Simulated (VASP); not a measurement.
A run of VASP 6.6.1:

File INCAR:

```
SYSTEM = LaMg2
PREC = Accurate
ENCUT = 600
EDIFF = 1E-6
ISMEAR = 0
SIGMA = 0.1
LREAL = .False.
LASPH = .True.
NELM = 100
ALGO = Normal
ISIF = 3
LWAVE = .False.
LCHARG = .False.
GGA = CA
IBRION = 2
NSW = 100
EDIFFG = -0.002
```

KPOINTS

```
regular mesh
0
Gamma
  8 8 8
  0 0 0
```

POSCAR

```
LaMg2
1.0
    0.0000000000      4.4050000000      4.4050000000
    4.4050000000      0.0000000000      4.4050000000
    4.4050000000      4.4050000000      0.0000000000
La Mg
2 4
Direct
    0.7500000000      0.7500000000      0.7500000000
    0.5000000000      0.5000000000      0.5000000000
    0.1250000000      0.1250000000      0.1250000000
    0.6250000000      0.1250000000      0.1250000000
    0.1250000000      0.1250000000      0.6250000000
    0.1250000000      0.6250000000      0.1250000000
```

Potentials or basis: VASP PAW LDA potentials, release 64 (La, Mg).

Launch:

```bash
$ cat potpaw_LDA.64/La/POTCAR potpaw_LDA.64/Mg/POTCAR > POTCAR
$ mpirun -np 1 vasp_std > vasp.out
```

Hardware: 1 thread of AMD EPYC 9R45 96-Core Processor (Zen 5), on a shared host.

Estimate the wall time of this run.

It took 3.8 min on 1 thread of AMD EPYC 9R45 96-Core Processor (Zen 5), on a shared host, peak memory 0.34 GiB. Counts: scf iterations 33, k points 29, ion steps 3.
